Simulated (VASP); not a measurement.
# Ti (Im-3m) in VASP: further runs

Ti is run at these levels: PBE; tasks: single point.

All numbers are computed with VASP 6.6.1; they aren't measurements. Logs are shortened: lines on timing, memory, paths and dates and some standing lists are left out, and cuts for length are marked.

**1. The cell of the first run**

It takes space group Im-3m (No. 229, cubic). Conventional cell: a = 3.165 Å, b = 3.165 Å, c = 3.165 Å, α = 90.00°, β = 90.00°, γ = 90.00°. Within 3.6 Å of Ti (site symmetry m-3m) lie 14 Ti at 2.74 to 3.16 Å.

This isn't the form of Ti at room conditions, which is hcp.

**2. Single point, PBE (strained)**

Input file INCAR:

```
ALGO = Normal
EDIFF = 1E-6
ENCUT = 500
GGA = PE
GGA_COMPAT = False
ISIF = 2
ISMEAR = 0
LASPH = True
LCHARG = True
LELF = True
LREAL = False
LVHAR = True
LWAVE = False
NBANDS = 12
NELM = 120
PREC = Accurate
SIGMA = 0.1
```

Input file KPOINTS:

```
k-points
0
Gamma
  18 18 18
```

Input file POSCAR:

```
Ti
1.0
   -1.5824819400      1.5824819400      1.5824819400
    1.5824819400     -1.5824819400      1.5824819400
    1.5824819400      1.5824819400     -1.5824819400
Ti
1
Direct
    0.0000000000      0.0000000000      0.0000000000
```

Potentials or basis: VASP PAW PBE potentials, release 64 (Ti_sv).

Command:

```bash
$ cat potpaw_PBE.64/Ti_sv/POTCAR > POTCAR
$ mpirun -np 1 vasp_std > vasp.out
```

OUTCAR:

```text
EDIFF = 1E-6
   ENCUT = 500
   GGA = PE
   ISIF = 2
   ISMEAR = 0
   LASPH = True
   LREAL = False
   NELM = 120
   PREC = Accurate

 ion  position               nearest neighbor table
   1  0.000  0.000  0.000-

  LATTYP: Found a body centered cubic cell.
 ALAT       =     3.1649638800

  Lattice vectors:

 A1 = (  -1.5824819400,   1.5824819400,   1.5824819400)
 A2 = (   1.5824819400,  -1.5824819400,   1.5824819400)
 A3 = (   1.5824819400,   1.5824819400,  -1.5824819400)

Analysis of symmetry for initial positions (statically):
=====================================================================
 Subroutine PRICEL returns:
 Original cell was already a primitive cell.

 Routine SETGRP: Setting up the symmetry group for a
 body centered cubic supercell.

 Subroutine GETGRP returns: Found 48 space group operations
 (whereof 48 operations were pure point group operations)
 out of a pool of 48 trial point group operations.

The static configuration has the point symmetry O_h .

Analysis of symmetry for dynamics (positions and initial velocities):
=====================================================================
 Subroutine PRICEL returns:
 Original cell was already a primitive cell.

 Routine SETGRP: Setting up the symmetry group for a
 body centered cubic supercell.

 Subroutine GETGRP returns: Found 48 space group operations
 (whereof 48 operations were pure point group operations)
 out of a pool of 48 trial point group operations.

The dynamic configuration has the point symmetry O_h .

 Subroutine INISYM returns: Found 48 space group operations
 (whereof 48 operations are pure point group operations),
 and found     1 'primitive' translations

----------------------------------------------------------------------------------------

                                     Primitive cell

  volume of cell :      15.8517

  direct lattice vectors                    reciprocal lattice vectors
    -1.582481940  1.582481940  1.582481940     0.000000000  0.315959372  0.315959372
     1.582481940 -1.582481940  1.582481940     0.315959372  0.000000000  0.315959372
     1.582481940  1.582481940 -1.582481940     0.315959372  0.315959372  0.000000000

  length of vectors
     2.740939122  2.740939122  2.740939122     0.446834029  0.446834029  0.446834029

  position of ions in fractional coordinates (direct lattice)
     0.000000000  0.000000000  0.000000000

  ion indices of the primitive-cell ions
   primitive index   ion index
                 1           1

----------------------------------------------------------------------------------------

 KPOINTS: k-points

Automatic generation of k-mesh.
 Grid dimensions read from file:
 generate k-points for:   18   18   18

 Generating k-lattice:

  Cartesian coordinates                     Fractional coordinates (reciprocal lattice)
     0.000000000  0.017553298  0.017553298     0.055555556  0.000000000  0.000000000
     0.017553298  0.000000000  0.017553298     0.000000000  0.055555556  0.000000000
     0.017553298  0.017553298  0.000000000     0.000000000  0.000000000  0.055555556

  Length of vectors
     0.024824113  0.024824113  0.024824113

  Shift w.r.t. Gamma in fractional coordinates (k-lattice)
     0.000000000  0.000000000  0.000000000

 Subroutine IBZKPT returns following result:
 ===========================================

 Found    195 irreducible k-points:

 Following reciprocal coordinates:
            Coordinates               Weight
  0.000000  0.000000  0.000000      1.000000
  0.055556  0.000000  0.000000     12.000000
  0.111111  0.000000  0.000000     12.000000
  0.166667  0.000000  0.000000     12.000000
  0.222222  0.000000  0.000000     12.000000
  0.277778  0.000000  0.000000     12.000000
[... 16 lines left out ...]
  0.333333  0.111111  0.000000     48.000000
  0.388889  0.111111  0.000000     48.000000
 [... further k-points ...]
   k-points           NKPTS =    195   k-points in BZ     NKDIM =    195   number of bands    NBANDS=     12
   number of dos      NEDOS =    301   number of ions     NIONS =      1
   total plane-waves  NPLWV =   8000
   dimension x,y,z NGX =    20 NGY =   20 NGZ =   20
   dimension x,y,z NGXF=    40 NGYF=   40 NGZF=   40
   ions per type =               1
   NGX,Y,Z   is equivalent  to a cutoff of  12.13, 12.13, 12.13 a.u.
   NGXF,Y,Z  is equivalent  to a cutoff of  24.26, 24.26, 24.26 a.u.
 SYSTEM =  unknown system
   PREC   = accura    normal or accurate (medium, high low for compatibility)
   ISTART =      0    job   : 0-new  1-cont  2-samecut
   ICHARG =      2    charge: 1-file 2-atom 10-const
   ISPIN  =      1    spin polarized calculation?
   LNONCOLLINEAR =      F non collinear calculations
   LSORBIT =      F    spin-orbit coupling
   LASPH  =      T    aspherical Exc in radial PAW
   ENCUT  =  500.0 eV  36.75 Ry    6.06 a.u.   5.00  5.00  5.00*2*pi/ulx,y,z
   NELM   =    120;   NELMIN=  2; NELMDL= -5     # of ELM steps
   EDIFF  = 0.1E-05   stopping-criterion for ELM
   LREAL  =      F    real-space projection
   EDIFFG = 0.1E-04   stopping-criterion for IOM
   NSW    =      0    number of steps for IOM
   IBRION =     -1    ionic relax: 0-MD 1-quasi-New 2-CG
   NFREE  =      0    steps in history (QN), initial steepest desc. (CG)
   ISIF   =      2    stress and relaxation
   ISYM   =      2    0-nonsym 1-usesym 2-fastsym
   POTIM  = 0.5000    time-step for ionic-motion
   TEBEG  =    0.0;   TEEND  =   0.0 temperature during run
   PSTRESS=    0.0 pullay stress
   NELECT =      12.0000    total number of electrons
   NUPDOWN=      -1.0000    fix difference up-down
   EMIN   =  10.00;   EMAX   =-10.00  energy-range for DOS
   EFERMI =   0.00;   METHOD = LEGACY
   ISMEAR =     0;   SIGMA  =   0.10  broadening in eV -4-tet -1-fermi 0-gaus
   EFERMI_NEDOS =   21; number of points for ismear=-14 and -15
   IALGO  =     38    algorithm
   IMIX   =      4    mixing-type and parameters
     AMIX     =   0.40;   BMIX     =  1.00
     AMIX_MAG =   1.60;   BMIX_MAG =  1.00
  volume/ion in A,a.u.               =      15.85       106.97
  Fermi-wavevector in a.u.,A,eV,Ry     =   1.492026  2.819521 30.288508  2.226143
  Thomas-Fermi vector in A             =   2.604607
   LORBIT       =      0    0 simple, 1 ext, 2 COOP (PROOUT), +10 PAW based schemes
   GGA     = PE    functional components
   LHFCALC =     F    Hartree Fock is set to
   AEXX    =    0.0000 exact exchange contribution
   IVDW    =     0    specifies the selected vdW correction
   LEPSILON=     F    determine dielectric tensor
   LRPA    =     F    only Hartree local field effects (RPA)
 non-spin polarized calculation
 Gauss-broadening in eV      SIGMA  =   0.10
  energy-cutoff  :      500.00
  volume of cell :       15.85
 maximum number of plane-waves:       418
   NGX =  9   NGY =  9   NGZ =  9

 number of electron      11.9999998 magnetization

 Free energy of the ion-electron system (eV)
  ---------------------------------------------------
  ext. energy  EPLUGINS =         0.00000000
  ---------------------------------------------------
  free energy    TOTEN  =        -7.68984067 eV

  energy without entropy =       -7.67911321  energy(sigma->0) =       -7.68447694

 E-fermi :   9.0698     XC(G=0): -11.9298

 val. band max:        9.0679882265   @ k =  -0.2778   0.3333   0.1111
 cond. band min:       9.0703187323   @ k =   0.2222   0.0556   0.0556
 fundamental gap:      0.0023305059
 Fermi energy:         9.0698421626

 k-point     1 :       0.0000    0.0000    0.0000
  band No.  band energies     occupation
      1     -47.2893      2.00000
      2     -23.0221      2.00000
      3     -23.0221      2.00000
      4     -23.0221      2.00000
      5       2.9323      2.00000
      6      10.1378      0.00000
      7      10.1378      0.00000
      8      10.1378      0.00000
      9      12.1024      0.00000
     10      12.1024      0.00000
     11      27.1414      0.00000
     12      27.1414      0.00000

 k-point     2 :       0.0556    0.0000    0.0000
  band No.  band energies     occupation
      1     -47.2837      2.00000
      2     -23.0507      2.00000
      3     -23.0307      2.00000
      4     -23.0223      2.00000
      5       3.0480      2.00000
      6      10.0822      0.00000
      7      10.1230      0.00000
      8      10.2246      0.00000
      9      12.0350      0.00000
     10      12.1055      0.00000
     11      27.0223      0.00000
     12      27.1461      0.00000

 k-point     3 :       0.1111    0.0000    0.0000
  band No.  band energies     occupation
      1     -47.2675      2.00000
      2     -23.1323      2.00000
      3     -23.0553      2.00000
      4     -23.0230      2.00000
      5       3.3859      2.00000
      6       9.9257      0.00000
      7      10.0578      0.00000
      8      10.4800      0.00000
      9      11.8821      0.00000
     10      12.1170      0.00000
     11      26.6129      0.00000
     12      27.0727      0.00000

 k-point     4 :       0.1667    0.0000    0.0000
  band No.  band energies     occupation
      1     -47.2426      2.00000
      2     -23.2558      2.00000
      3     -23.0928      2.00000
      4     -23.0240      2.00000
      5       3.9167      2.00000
      6       9.6960      0.00000
      7       9.9009      0.00000
      8      10.8890      0.00000
      9      11.7588      0.00000
     10      12.1428      0.00000
     11      25.8177      0.00000
     12      26.7214      0.00000

 k-point     5 :       0.2222    0.0000    0.0000
  band No.  band energies     occupation
      1     -47.2118      2.00000
      2     -23.4050      2.00000
      3     -23.1384      2.00000
      4     -23.0253      2.00000
      5       4.5843      2.00000
      6       9.4288      0.00000
      7       9.6649      0.00000
      8      11.4246      0.00000
      9      11.7468      0.00000
     10      12.1886      0.00000
     11      24.6298      0.00000
     12      26.0303      0.00000
[... 228 lines left out ...]
      1     -47.1688      2.00000
      2     -23.5811      2.00000
      3     -23.1961      2.00000
      4     -23.0613      2.00000
      5       5.5736      2.00000
      6       9.1057      0.61196
      7       9.2719      0.00427
      8      11.6551      0.00000
      9      12.3510      0.00000
     10      12.4518      0.00000
     11      23.2540      0.00000
     12      24.6401      0.00000

 k-point    22 :       0.2778    0.1111   -0.0000
  band No.  band energies     occupation
      1     -47.1396      2.00000
      2     -23.7031      2.00000
      3     -23.2504      2.00000
      4     -23.0642      2.00000
      5       6.1764      2.00000
      6       8.8856      1.99084
      7       9.2260      0.02719
      8      11.7996      0.00000
      9      12.4773      0.00000
     10      13.0816      0.00000
     11      21.7320      0.00000
     12      23.9235      0.00000

 k-point    23 :       0.3333    0.1111    0.0000
  band No.  band energies     occupation
      1     -47.1156      2.00000
      2     -23.8008      2.00000
      3     -23.2953      2.00000
      4     -23.0663      2.00000
      5       6.5303      2.00000
      6       8.7302      2.00000
      7       9.4384      0.00000
      8      11.9487      0.00000
      9      12.5563      0.00000
     10      13.7222      0.00000
     11      20.3132      0.00000
     12      23.3423      0.00000

 k-point    24 :       0.3889    0.1111    0.0000
  band No.  band energies     occupation
      1     -47.1000      2.00000
      2     -23.8639      2.00000
      3     -23.3247      2.00000
      4     -23.0676      2.00000
      5       6.6518      2.00000
      6       8.6328      2.00000
      7       9.7831      0.00000
      8      12.0303      0.00000
      9      12.6539      0.00000
     10      14.2173      0.00000
     11      19.2403      0.00000
     12      22.9596      0.00000

 [... further k-points ...]

------------------------ aborting loop because EDIFF is reached ----------------------------------------

  FORCE on cell =-STRESS in cart. coord.  units (eV):
  Direction    XX          YY          ZZ          XY          YZ          ZX
  --------------------------------------------------------------------------------------
  -------------------------------------------------------------------------------------
  Total        0.9862243      0.9862243      0.9862243     -0.0000000     -0.0000000      0.0000000
  in kB       99.6804503     99.6804503     99.6804503     -0.0000000     -0.0000000      0.0000000
  external PRESSURE =      99.6804503 kB  Pullay stress =       0.0000000 kB

 VOLUME and BASIS-vectors are now :
 -----------------------------------------------------------------------------
  energy-cutoff  :      500.00
  volume of cell :       15.85
      direct lattice vectors                 reciprocal lattice vectors
    -1.582481940  1.582481940  1.582481940     0.000000000  0.315959372  0.315959372
     1.582481940 -1.582481940  1.582481940     0.315959372  0.000000000  0.315959372
     1.582481940  1.582481940 -1.582481940     0.315959372  0.315959372  0.000000000

 POSITION                                       TOTAL-FORCE (eV/Angst)
 -----------------------------------------------------------------------------------
      0.00000      0.00000      0.00000         0.000000     -0.000000     -0.000000
 -----------------------------------------------------------------------------------
    total drift:                                0.000000     -0.000000      0.000000

  FREE ENERGIE OF THE ION-ELECTRON SYSTEM (eV)
  ---------------------------------------------------
  free  energy   TOTEN  =        -7.6898406680 eV

  energy  without entropy=       -7.6791132078  energy(sigma->0) =       -7.68447694
```

It took 20 s on 1 thread of Intel Xeon Platinum 8375C at 2.90GHz (Ice Lake), shared host; peak memory 0.15 GiB.

What came out:

| Property | Result |
| --- | --- |
| Free energy | -7.6898 eV |
| Pressure | 10.0 GPa |
| Band gap on the k mesh | zero (bands 6 and 7 overlap by 1.66 eV) |

Levels at points of the mesh, in eV from the Fermi level:
```tsv
k point	band 4	band 5	band 6	band 7	band 8	band 9
(0.00, 0.00, 0.00)	-32.09	-6.14	1.07	1.07	1.07	3.03
(0.50, 0.00, 0.00)	-32.10	-2.68	-0.50	1.45	3.04	3.43
(0.50, 0.50, 0.50)	-32.70	-2.43	-2.43	4.38	4.38	4.38
```

Caveat: the cell differs from its parent crystal (strained); the cell stands under pressure.

**3. Single point, PBE**

This run uses another cell than the first one, of 17.25 Å³/atom.

Input file INCAR:

```
SYSTEM = Ti
ALGO = Fast ; EDIFF = 1E-6
ENCUT = 520 ; GGA = PE
ISIF = 2 ; ISMEAR = 0
ISYM = 0 ; LASPH = .True.
LCHARG = .False. ; LREAL = .False.
LWAVE = .False. ; NBANDS = 12
NELM = 60 ; PREC = Accurate
SIGMA = 0.1
```

Input file KPOINTS:

```
k-points
0
Gamma
  13 13 15
  0 0 0
```

Input file POSCAR:

```
Ti
1.0
    2.8193504887      0.0000000000      0.0000000000
   -0.9397834962      2.6581091321      0.0000000000
    0.9397834962      1.3290545661      2.3019900344
Ti
1
Direct
    0.0000000000      0.0000000000      0.0000000000
```

Potentials or basis: VASP PAW PBE potentials, release 64 (Ti_sv).

Command:

```bash
$ cat potpaw_PBE.64/Ti_sv/POTCAR > POTCAR
$ mpirun -np 1 vasp_std > vasp.out
```

OUTCAR:

```text
SYSTEM = Ti
   EDIFF = 1E-6
   ENCUT = 520
   GGA = PE
   ISIF = 2
   ISMEAR = 0
   ISYM = 0
   LASPH = .True.
   LREAL = .False.
   NELM = 60
   PREC = Accurate

 ion  position               nearest neighbor table
   1  0.000  0.000  0.000-

IMPORTANT INFORMATION: All symmetrisations will be switched off!
NOSYMM: (Re-)initialisation of all symmetry stuff for point group C_1.

----------------------------------------------------------------------------------------

[... 532 lines left out ...]

  FORCE on cell =-STRESS in cart. coord.  units (eV):
  Direction    XX          YY          ZZ          XY          YZ          ZX
  --------------------------------------------------------------------------------------
  -------------------------------------------------------------------------------------
  Total       -0.0405458     -0.0412455     -0.0201161     -0.0009699      0.0003747      0.0002619
  in kB       -3.7655770     -3.8305550     -1.8682243     -0.0900811      0.0347974      0.0243192
  external PRESSURE =      -3.1547854 kB  Pullay stress =       0.0000000 kB

 VOLUME and BASIS-vectors are now :
 -----------------------------------------------------------------------------
  energy-cutoff  :      520.00
  volume of cell :       17.25
      direct lattice vectors                 reciprocal lattice vectors
     2.819350489  0.000000000  0.000000000     0.354691623  0.125402426 -0.217203373
    -0.939783496  2.658109132  0.000000000     0.000000000  0.376207278 -0.217203373
     0.939783496  1.329054566  2.301990034     0.000000000  0.000000000  0.434406746

 POSITION                                       TOTAL-FORCE (eV/Angst)
 -----------------------------------------------------------------------------------
      0.00000      0.00000      0.00000        -0.000003      0.000005     -0.000000
 -----------------------------------------------------------------------------------
    total drift:                               -0.000003      0.000005     -0.000000

  FREE ENERGIE OF THE ION-ELECTRON SYSTEM (eV)
  ---------------------------------------------------
  free  energy   TOTEN  =        -7.7304869629 eV

  energy  without entropy=       -7.7194271921  energy(sigma->0) =       -7.72495708
```

stdout:

```text
POSCAR found type information on POSCAR Ti
 POSCAR found :  1 types and       1 ions
 scaLAPACK will be used
 LDA part: xc-table for (Slater+PW92), standard interpolation
 -----------------------------------------------------------------------------
|                                                                             |
[... 38 lines left out ...]
WARNING in EDDRMM: call to ZHEGV failed, returncode =   6  3      5
WARNING in EDDRMM: call to ZHEGV failed, returncode =   6  3      6
WARNING in EDDRMM: call to ZHEGV failed, returncode =   6  3      5
WARNING in EDDRMM: call to ZHEGV failed, returncode =   8  4      5
WARNING in EDDRMM: call to ZHEGV failed, returncode =   6  3      6
WARNING in EDDRMM: call to ZHEGV failed, returncode =   6  3      5
WARNING in EDDRMM: call to ZHEGV failed, returncode =   6  3      8
```

Run time: 8.5 min. Hardware: 1 thread of Intel Xeon 8259CL, shared host; peak memory 0.36 GiB.

What came out:

```
Free energy            : -7.7305 eV
Pressure               : -0.3 GPa
Band gap on the k mesh : zero (bands 6 and 7 overlap by 1.56 eV)
```
